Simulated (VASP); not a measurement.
Input of a VASP 6.6.1 run:

INCAR

```
SYSTEM = Al2Cu
PREC     = Accurate       ! precision mode
ENCUT    = 520            ! plane-wave cutoff, eV
EDIFF    = 1E-7           ! SCF threshold, eV
ISMEAR   = 0              ! smearing method
SIGMA    = 0.2            ! smearing width, eV
LREAL    = .FALSE.        ! projectors in reciprocal space
LASPH    = .TRUE.         ! aspherical terms in the spheres
NELM     = 100            ! most SCF steps
ALGO     = Fast           ! electronic algorithm
ISIF     = 2              ! what is computed and relaxed
LWAVE    = .FALSE.        ! write WAVECAR
LCHARG   = .FALSE.        ! write CHGCAR
GGA      = PE             ! functional
NBANDS   = 46             ! bands
```

The input KPOINTS:

```
regular mesh
0
G
  8 4 2
  0 0 0
```

File POSCAR:

```
Al2Cu
1.0
    1.3975845065     -2.4206873731      0.0000000000
   -4.1927535194     -2.4206873731      0.0000000000
    0.0000000000      0.0000000000    -13.0496422700
Al Cu
8 4
Direct
    0.5000000000      0.8333333333      0.5000000000
    1.0000000000      0.3333333333      0.5000000000
    1.0000000000      0.6666666667      1.0000000000
    0.5000000000      0.1666666667      1.0000000000
    1.0000000000      0.6666666667      0.6852364723
    0.5000000000      0.1666666667      0.6852364723
    1.0000000000      0.6666666667      0.3147635277
    0.5000000000      0.1666666667      0.3147635277
    0.5000000000      0.8333333333      0.1554557099
    1.0000000000      0.3333333333      0.1554557099
    0.5000000000      0.8333333333      0.8445442901
    1.0000000000      0.3333333333      0.8445442901
```

Potentials or basis: VASP PAW PBE potentials, release 64 (Al, Cu).

Launch:

```console
$ cat potpaw_PBE.64/Al/POTCAR potpaw_PBE.64/Cu/POTCAR > POTCAR
$ mpirun -np 1 vasp_std > vasp.out
```

(1) What does it give for the largest force?

(2) Predict the pressure.

## Answers

(1) 0.071 eV/Å.

(2) 0.1 GPa.
